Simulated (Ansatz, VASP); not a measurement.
**Two plane-wave programs on Al4GeRu**

```xyz
6
Lattice="0.0000 3.5288 3.5288 3.5288 0.0000 3.5288 3.5288 3.5288 0.0000" Properties=species:S:1:pos:R:3 pbc="T T T"
Al    4.4032    4.4032    4.4032
Al    4.4032    2.6545    2.6545
Al    2.6545    4.4032    2.6545
Al    2.6545    2.6545    4.4032
Ge    1.7644    1.7644    1.7644
Ru    0.0000    0.0000    0.0000
```

Change from the starting cell: species swapped into the GdInNi4 type (F-43m, No. 216).

Alike in both runs: task relaxation of cell and atoms; functional PBE; k mesh 4 × 4 × 4; occupations gaussian, width 0.1 eV; no spin polarisation.

|  | VASP | Ansatz |
| --- | --- | --- |
| version | VASP 6.6.1 | Ansatz 0.2.0 |
| potentials or method | VASP PAW PBE potentials, release 64 (Al, Ge_d, Ru_pv), cutoff 600 eV | scalar-relativistic, plane waves, PAW |
| valence electrons in the cell | 40 | 42 |

|  | VASP | Ansatz | Ansatz less VASP |
| --- | --- | --- | --- |
| gap on the k mesh at the Fermi level, each at its own relaxed structure (eV) | none | none | - |
| relaxed volume (Å³/atom) | 16.04 | 16.04 | -0.006 |
| relaxed cell length with the largest relative difference (Å) | 5.144 | 5.144 | -0.0007 |

A gap of «none» marks a metal or a gap that the smearing closes. VASP's potentials hold 40 valence electrons a cell and Ansatz's 42, so a difference there can come from the potentials and not from the codes.

The k mesh is coarse, so the values compare programs but aren't converged.
